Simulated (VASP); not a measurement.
# Li2S (Fm-3m) in VASP: notebook

Runs on Li2S. Level: PBE. Tasks: single point.

All numbers are computed with VASP 6.6.1; they aren't measurements. Logs are shortened: lines on timing, memory, paths and dates and some standing lists are left out, and cuts for length are marked.

### Step 1. The cell of the first run

It takes space group Fm-3m (No. 225, cubic). Conventional cell: a = 5.689 Å, b = 5.689 Å, c = 5.689 Å, α = 90.00°, β = 90.00°, γ = 90.00°. Within 3.3 Å of Li (site symmetry -43m) lie 4 S at 2.46 Å and 6 Li at 2.84 Å. S (site symmetry m-3m) has 8 Li at 2.46 Å within 3.3 Å.

### Step 2. Single point, PBE

Contents of INCAR:

```
SYSTEM = Li2S
  PREC = Accurate
  ENCUT = 750
  EDIFF = 1E-6
  ISMEAR = 0
  SIGMA = 0.02
  LREAL = .False.
  LASPH = .True.
  NELM = 120
  ALGO = Normal
  ISIF = 2
  LWAVE = .False.
  LCHARG = .False.
  GGA = PE
  NBANDS = 13
  GGA_COMPAT = .False.
```

Contents of KPOINTS:

```
Automatic mesh
0
Gamma
  8 8 8
  0 0 0
```

Contents of POSCAR:

```
Li2S
1.0
    0.0000000000      2.8445000000      2.8445000000
    2.8445000000      0.0000000000      2.8445000000
    2.8445000000      2.8445000000      0.0000000000
Li S
2 1
Direct
    0.2500000000      0.2500000000      0.2500000000
    0.7500000000      0.7500000000      0.7500000000
    0.0000000000      0.0000000000      0.0000000000
```

Potentials or basis: VASP PAW PBE potentials, release 64 (Li_sv, S).

Run with:

```sh
> cat potpaw_PBE.64/Li_sv/POTCAR potpaw_PBE.64/S/POTCAR > POTCAR
> mpirun -np 1 vasp_std > vasp.out
```

OUTCAR:

```text
SYSTEM = Li2S
   PREC = Accurate
   ENCUT = 750
   EDIFF = 1E-6
   ISMEAR = 0
   LREAL = .False.
   LASPH = .True.
   NELM = 120
   ISIF = 2
   GGA = PE

 ion  position               nearest neighbor table
   1  0.250  0.250  0.250-   3 2.46   3 2.46   3 2.46   3 2.46
   2  0.750  0.750  0.750-   3 2.46   3 2.46   3 2.46   3 2.46
   3  0.000  0.000  0.000-   2 2.46   2 2.46   2 2.46   1 2.46   2 2.46   1 2.46   1 2.46   1 2.46

  LATTYP: Found a face centered cubic cell.
 ALAT       =     5.6890000000

  Lattice vectors:

 A1 = (   0.0000000000,   2.8445000000,   2.8445000000)
 A2 = (   2.8445000000,   0.0000000000,   2.8445000000)
 A3 = (   2.8445000000,   2.8445000000,   0.0000000000)

Analysis of symmetry for initial positions (statically):
[... 33 lines left out ...]
                                     Primitive cell

  volume of cell :      46.0307

  direct lattice vectors                    reciprocal lattice vectors
     0.000000000  2.844500000  2.844500000    -0.175777817  0.175777817  0.175777817
     2.844500000  0.000000000  2.844500000     0.175777817 -0.175777817  0.175777817
     2.844500000  2.844500000  0.000000000     0.175777817  0.175777817 -0.175777817

  length of vectors
     4.022730478  4.022730478  4.022730478     0.304456110  0.304456110  0.304456110

  position of ions in fractional coordinates (direct lattice)
     0.250000000  0.250000000  0.250000000
     0.750000000  0.750000000  0.750000000
     0.000000000  0.000000000  0.000000000

  ion indices of the primitive-cell ions
   primitive index   ion index
                 1           1
                 2           2
                 3           3

----------------------------------------------------------------------------------------

 KPOINTS: Automatic mesh

Automatic generation of k-mesh.
 Grid dimensions read from file:
 generate k-points for:    8    8    8

 Generating k-lattice:

  Cartesian coordinates                     Fractional coordinates (reciprocal lattice)
    -0.021972227  0.021972227  0.021972227     0.125000000  0.000000000  0.000000000
     0.021972227 -0.021972227  0.021972227     0.000000000  0.125000000  0.000000000
     0.021972227  0.021972227 -0.021972227     0.000000000  0.000000000  0.125000000

  Length of vectors
     0.038057014  0.038057014  0.038057014

  Shift w.r.t. Gamma in fractional coordinates (k-lattice)
     0.000000000  0.000000000  0.000000000

 Subroutine IBZKPT returns following result:
 ===========================================

 Found     29 irreducible k-points:

 Following reciprocal coordinates:
            Coordinates               Weight
  0.000000  0.000000  0.000000      1.000000
  0.125000  0.000000  0.000000      8.000000
  0.250000  0.000000  0.000000      8.000000
  0.375000  0.000000  0.000000      8.000000
  0.500000  0.000000  0.000000      4.000000
  0.125000  0.125000  0.000000      6.000000
[... 16 lines left out ...]
  0.500000  0.250000  0.125000     48.000000
 -0.375000  0.250000  0.125000     24.000000
 [... further k-points ...]
   k-points           NKPTS =     29   k-points in BZ     NKDIM =     29   number of bands    NBANDS=     13
   number of dos      NEDOS =    301   number of ions     NIONS =      3
   total plane-waves  NPLWV =  46656
   dimension x,y,z NGX =    36 NGY =   36 NGZ =   36
   dimension x,y,z NGXF=    72 NGYF=   72 NGZF=   72
   ions per type =               2   1
   NGX,Y,Z   is equivalent  to a cutoff of  14.88, 14.88, 14.88 a.u.
   NGXF,Y,Z  is equivalent  to a cutoff of  29.76, 29.76, 29.76 a.u.
 SYSTEM =  Li2S
   PREC   = accura    normal or accurate (medium, high low for compatibility)
   ISTART =      0    job   : 0-new  1-cont  2-samecut
   ICHARG =      2    charge: 1-file 2-atom 10-const
   ISPIN  =      1    spin polarized calculation?
   LNONCOLLINEAR =      F non collinear calculations
   LSORBIT =      F    spin-orbit coupling
   LASPH  =      T    aspherical Exc in radial PAW
   ENCUT  =  750.0 eV  55.12 Ry    7.42 a.u.   8.98  8.98  8.98*2*pi/ulx,y,z
   NELM   =    120;   NELMIN=  2; NELMDL= -5     # of ELM steps
   EDIFF  = 0.1E-05   stopping-criterion for ELM
   LREAL  =      F    real-space projection
   EDIFFG = 0.1E-04   stopping-criterion for IOM
   NSW    =      0    number of steps for IOM
   IBRION =     -1    ionic relax: 0-MD 1-quasi-New 2-CG
   NFREE  =      0    steps in history (QN), initial steepest desc. (CG)
   ISIF   =      2    stress and relaxation
   ISYM   =      2    0-nonsym 1-usesym 2-fastsym
   POTIM  = 0.5000    time-step for ionic-motion
   TEBEG  =    0.0;   TEEND  =   0.0 temperature during run
   PSTRESS=    0.0 pullay stress
   NELECT =      12.0000    total number of electrons
   NUPDOWN=      -1.0000    fix difference up-down
   EMIN   =  10.00;   EMAX   =-10.00  energy-range for DOS
   EFERMI =   0.00;   METHOD = LEGACY
   ISMEAR =     0;   SIGMA  =   0.02  broadening in eV -4-tet -1-fermi 0-gaus
   EFERMI_NEDOS =   21; number of points for ismear=-14 and -15
   IALGO  =     38    algorithm
   IMIX   =      4    mixing-type and parameters
     AMIX     =   0.40;   BMIX     =  1.00
     AMIX_MAG =   1.60;   BMIX_MAG =  1.00
  volume/ion in A,a.u.               =      15.34       103.54
  Fermi-wavevector in a.u.,A,eV,Ry     =   1.045810  1.976294 14.880934  1.093718
  Thomas-Fermi vector in A             =   2.180621
   LORBIT       =      0    0 simple, 1 ext, 2 COOP (PROOUT), +10 PAW based schemes
   GGA     = PE    functional components
   LHFCALC =     F    Hartree Fock is set to
   AEXX    =    0.0000 exact exchange contribution
   IVDW    =     0    specifies the selected vdW correction
   LEPSILON=     F    determine dielectric tensor
   LRPA    =     F    only Hartree local field effects (RPA)
 non-spin polarized calculation
 Gauss-broadening in eV      SIGMA  =   0.02
  energy-cutoff  :      750.00
  volume of cell :       46.03
 maximum number of plane-waves:      2180
   NGX = 17   NGY = 17   NGZ = 17

 number of electron      11.9999998 magnetization

 Free energy of the ion-electron system (eV)
  ---------------------------------------------------
  ext. energy  EPLUGINS =         0.00000000
  ---------------------------------------------------
  free energy    TOTEN  =       -11.99466449 eV

  energy without entropy =      -11.99466449  energy(sigma->0) =      -11.99466449

 E-fermi :   1.7022     XC(G=0):  -8.5256

 val. band max:        1.4916803405   @ k =   0.0000   0.0000   0.0000
 cond. band min:       4.8787708454   @ k =   0.5000   0.5000   0.0000
 fundamental gap:      3.3870905049
 Fermi energy:         1.7022012140

 k-point     1 :       0.0000    0.0000    0.0000
  band No.  band energies     occupation
      1     -42.6703      2.00000
      2     -42.6269      2.00000
      3      -9.5457      2.00000
      4       1.4917      2.00000
      5       1.4917      2.00000
      6       1.4917      2.00000
      7       5.7855      0.00000
      8       7.7244      0.00000
      9       7.7244      0.00000
     10       7.7244      0.00000
     11      12.6840      0.00000
     12      12.6840      0.00000
     13      13.9440      0.00000

 k-point     2 :       0.1250    0.0000    0.0000
  band No.  band energies     occupation
      1     -42.6685      2.00000
      2     -42.6285      2.00000
      3      -9.4886      2.00000
      4       0.8929      2.00000
      5       1.4033      2.00000
      6       1.4033      2.00000
      7       6.2168      0.00000
      8       7.9609      0.00000
      9       7.9609      0.00000
     10       8.0780      0.00000
     11      11.7216      0.00000
     12      11.7216      0.00000
     13      14.0900      0.00000

 k-point     3 :       0.2500    0.0000    0.0000
  band No.  band energies     occupation
      1     -42.6635      2.00000
      2     -42.6329      2.00000
      3      -9.3420      2.00000
      4      -0.2027      2.00000
      5       1.2119      2.00000
      6       1.2119      2.00000
      7       6.8843      0.00000
      8       8.2871      0.00000
      9       8.2871      0.00000
     10       8.9277      0.00000
     11      11.3537      0.00000
     12      11.3537      0.00000
     13      14.5278      0.00000

 k-point     4 :       0.3750    0.0000    0.0000
  band No.  band energies     occupation
      1     -42.6562      2.00000
      2     -42.6396      2.00000
      3      -9.1806      2.00000
      4      -1.0730      2.00000
      5       1.0448      2.00000
      6       1.0448      2.00000
      7       7.4041      0.00000
      8       8.1868      0.00000
      9       8.1868      0.00000
     10       9.6627      0.00000
     11      12.4308      0.00000
     12      12.4308      0.00000
     13      15.0830      0.00000

 k-point     5 :       0.5000    0.0000    0.0000
  band No.  band energies     occupation
      1     -42.6478      2.00000
      2     -42.6478      2.00000
      3      -9.1086      2.00000
      4      -1.3982      2.00000
      5       0.9813      2.00000
      6       0.9813      2.00000
      7       7.6172      0.00000
      8       8.0704      0.00000
      9       8.0704      0.00000
     10       9.9296      0.00000
     11      14.3273      0.00000
     12      14.3273      0.00000
     13      14.5524      0.00000
[... 257 lines left out ...]
 k-point    22 :       0.3750    0.2500    0.1250
  band No.  band energies     occupation
      1     -42.6603      2.00000
      2     -42.6357      2.00000
      3      -9.2312      2.00000
      4      -0.3270      2.00000
      5       0.4956      2.00000
      6       0.9699      2.00000
      7       6.9505      0.00000
      8       8.5265      0.00000
      9       8.6261      0.00000
     10       9.6103      0.00000
     11      10.5747      0.00000
     12      13.7062      0.00000
     13      16.1857      0.00000

 k-point    23 :       0.5000    0.2500    0.1250
  band No.  band energies     occupation
      1     -42.6544      2.00000
      2     -42.6411      2.00000
      3      -9.0989      2.00000
      4      -0.8650      2.00000
      5       0.2623      2.00000
      6       0.7299      2.00000
      7       7.2324      0.00000
      8       8.2810      0.00000
      9       9.5095      0.00000
     10       9.9322      0.00000
     11      11.5145      0.00000
     12      13.8991      0.00000
     13      15.3108      0.00000

 k-point    24 :      -0.3750    0.2500    0.1250
  band No.  band energies     occupation
      1     -42.6477      2.00000
      2     -42.6476      2.00000
      3      -9.0408      2.00000
      4      -1.0984      2.00000
      5       0.2418      2.00000
      6       0.5825      2.00000
      7       7.3607      0.00000
      8       8.1525      0.00000
      9       9.8641      0.00000
     10      10.5082      0.00000
     11      11.8552      0.00000
     12      13.1846      0.00000
     13      14.9063      0.00000

 [... further k-points ...]

------------------------ aborting loop because EDIFF is reached ----------------------------------------

  FORCE on cell =-STRESS in cart. coord.  units (eV):
  Direction    XX          YY          ZZ          XY          YZ          ZX
  --------------------------------------------------------------------------------------
  -------------------------------------------------------------------------------------
  Total        0.0669800      0.0669800      0.0669800      0.0000000     -0.0000000      0.0000000
  in kB        2.3313517      2.3313517      2.3313517      0.0000000     -0.0000000      0.0000000
  external PRESSURE =       2.3313517 kB  Pullay stress =       0.0000000 kB

 VOLUME and BASIS-vectors are now :
 -----------------------------------------------------------------------------
  energy-cutoff  :      750.00
  volume of cell :       46.03
      direct lattice vectors                 reciprocal lattice vectors
     0.000000000  2.844500000  2.844500000    -0.175777817  0.175777817  0.175777817
     2.844500000  0.000000000  2.844500000     0.175777817 -0.175777817  0.175777817
     2.844500000  2.844500000  0.000000000     0.175777817  0.175777817 -0.175777817

 POSITION                                       TOTAL-FORCE (eV/Angst)
 -----------------------------------------------------------------------------------
      1.42225      1.42225      1.42225         0.000000      0.000000      0.000000
      4.26675      4.26675      4.26675        -0.000000     -0.000000     -0.000000
      0.00000      0.00000      0.00000         0.000000     -0.000000      0.000000
 -----------------------------------------------------------------------------------
    total drift:                                0.000000      0.000000      0.000000

  FREE ENERGIE OF THE ION-ELECTRON SYSTEM (eV)
  ---------------------------------------------------
  free  energy   TOTEN  =       -11.9946644949 eV

  energy  without entropy=      -11.9946644949  energy(sigma->0) =      -11.99466449
```

Wall time 61 s (1 thread of AMD EPYC 7R43 (Zen 3), shared host); peak memory 0.16 GiB.

What came out:

```
Free energy            : -11.9947 eV
Pressure               : 0.2 GPa
Band gap on the k mesh : 3.39 eV, indirect (least direct gap 4.29 eV)
```

Levels at points of the mesh, in eV from the valence-band top:
| k point | band 2 | band 3 | band 4 | band 5 | band 6 | band 7 | band 8 | band 9 | band 10 | band 11 |
| --- | --- | --- | --- | --- | --- | --- | --- | --- | --- | --- |
| (0.00, 0.00, 0.00) | -44.12 | -11.04 | 0.00 | 0.00 | 0.00 | 4.29 | 6.23 | 6.23 | 6.23 | 11.19 |
| (0.50, 0.00, 0.00) | -44.14 | -10.60 | -2.89 | -0.51 | -0.51 | 6.13 | 6.58 | 6.58 | 8.44 | 12.84 |
| (0.50, 0.50, 0.00) | -44.13 | -10.47 | -2.18 | -1.43 | -1.43 | 3.39 | 7.10 | 11.13 | 11.13 | 12.15 |

### Step 3. Single point, PBE

This run uses another cell than the first one, of 15.48 Å³/atom, 1.009 times its volume.

Contents of INCAR:

```
PREC = Accurate
ENCUT = 750
EDIFF = 1E-6
ISMEAR = 0
SIGMA = 0.02
LREAL = False
LASPH = True
NELM = 120
ALGO = Normal
ISIF = 2
LWAVE = False
LCHARG = False
GGA = PE
NBANDS = 13
GGA_COMPAT = False
```

Contents of KPOINTS:

```
Automatic mesh
0
Gamma
  8 8 8
```

Contents of POSCAR:

```
Li2S
1.0
    0.0000000000      2.8528159625      2.8528159625
    2.8528159625      0.0000000000      2.8528159625
    2.8528159625      2.8528159625      0.0000000000
Li S
2 1
Direct
    0.2500000000      0.2500000000      0.2500000000
    0.7500000000      0.7500000000      0.7500000000
    0.0000000000      0.0000000000      0.0000000000
```

Potentials or basis: VASP PAW PBE potentials, release 64 (Li_sv, S).

Run with:

```sh
> cat potpaw_PBE.64/Li_sv/POTCAR potpaw_PBE.64/S/POTCAR > POTCAR
> mpirun -np 1 vasp_std > vasp.out
```

OUTCAR:

```text
PREC = Accurate
   ENCUT = 750
   EDIFF = 1E-6
   ISMEAR = 0
   LREAL = False
   LASPH = True
   NELM = 120
   ISIF = 2
   GGA = PE

 ion  position               nearest neighbor table
   1  0.250  0.250  0.250-   3 2.47   3 2.47   3 2.47   3 2.47
   2  0.750  0.750  0.750-   3 2.47   3 2.47   3 2.47   3 2.47
   3  0.000  0.000  0.000-   1 2.47   2 2.47   2 2.47   2 2.47   2 2.47   1 2.47   1 2.47   1 2.47

  LATTYP: Found a face centered cubic cell.
 ALAT       =     5.7056319250

  Lattice vectors:

[... 574 lines left out ...]

  FORCE on cell =-STRESS in cart. coord.  units (eV):
  Direction    XX          YY          ZZ          XY          YZ          ZX
  --------------------------------------------------------------------------------------
  -------------------------------------------------------------------------------------
  Total       -0.0367242     -0.0367242     -0.0367242     -0.0000000     -0.0000000      0.0000000
  in kB       -1.2671031     -1.2671031     -1.2671031     -0.0000000     -0.0000000      0.0000000
  external PRESSURE =      -1.2671031 kB  Pullay stress =       0.0000000 kB

 VOLUME and BASIS-vectors are now :
 -----------------------------------------------------------------------------
  energy-cutoff  :      750.00
  volume of cell :       46.44
      direct lattice vectors                 reciprocal lattice vectors
     0.000000000  2.852815962  2.852815962    -0.175265424  0.175265424  0.175265424
     2.852815962  0.000000000  2.852815962     0.175265424 -0.175265424  0.175265424
     2.852815962  2.852815962  0.000000000     0.175265424  0.175265424 -0.175265424

 POSITION                                       TOTAL-FORCE (eV/Angst)
 -----------------------------------------------------------------------------------
      1.42641      1.42641      1.42641        -0.000000     -0.000000      0.000000
      4.27922      4.27922      4.27922         0.000000      0.000000     -0.000000
      0.00000      0.00000      0.00000        -0.000000      0.000000      0.000000
 -----------------------------------------------------------------------------------
    total drift:                                0.000000      0.000000      0.000000

  FREE ENERGIE OF THE ION-ELECTRON SYSTEM (eV)
  ---------------------------------------------------
  free  energy   TOTEN  =       -11.9950569365 eV

  energy  without entropy=      -11.9950569365  energy(sigma->0) =      -11.99505694
```

Wall time 54 s (1 thread of AMD EPYC 7R43 (Zen 3), shared host); peak memory 0.17 GiB.

Results:

| Quantity | Value |
| --- | --- |
| Free energy | -11.9951 eV |
| Pressure | -0.1 GPa |
| Band gap on the k mesh | 3.39 eV, indirect (least direct gap 4.25 eV) |

Levels at points of the mesh, in eV from the valence-band top:
```
           k point  band 2  band 3  band 4  band 5  band 6  band 7  band 8  band 9  band 10  band 11
(0.00, 0.00, 0.00)  -44.14  -11.01    0.00    0.00    0.00    4.25    6.23    6.23     6.23    11.17
(0.50, 0.00, 0.00)  -44.16  -10.58   -2.86   -0.50   -0.50    6.08    6.57    6.57     8.39    12.77
(0.50, 0.50, 0.00)  -44.15  -10.46   -2.16   -1.41   -1.41    3.39    7.07   11.06    11.06    12.05
```

A k mesh can miss the band edges.

(Part 1 of 2 ends here.)
